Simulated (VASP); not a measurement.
Al: single point with PBE

The system is Al.

```
CELL_PARAMETERS angstrom
-1.59122 1.59122 1.59122
1.59122 -1.59122 1.59122
1.59122 1.59122 -1.59122
ATOMIC_POSITIONS crystal
Al 0.00000 0.00000 0.00000
```

```yaml
Program: VASP 6.6.1
Task: single point
Functional: PBE
Potentials_or_basis: VASP PAW PBE potentials, release 64 (Al)
Cutoff: 520 eV
k_mesh: 12 × 12 × 12
Occupations: gaussian, width 0.012 eV
Spin: no spin polarisation
Dipole_correction: no
Further_INCAR_settings: ALGO = Normal; EDIFF = 1e-06; NBANDS = 8
```

```yaml
Pressure: 3.9 GPa
```

Levels at points of the mesh, in eV from the Fermi level:
```tsv
k point	band 1	band 2	band 3	band 4
(0.00, 0.00, 0.00)	-11.29	13.42	13.42	13.42
(0.50, 0.00, 0.00)	-4.40	-3.88	8.33	8.35
(0.50, 0.50, 0.50)	1.91	1.91	1.91	2.96
```

Wall time 6.1 s on 1 thread of Intel(R) Xeon(R) Platinum 8488C (Sapphire Rapids) (shared host), peak memory 0.12 GiB.
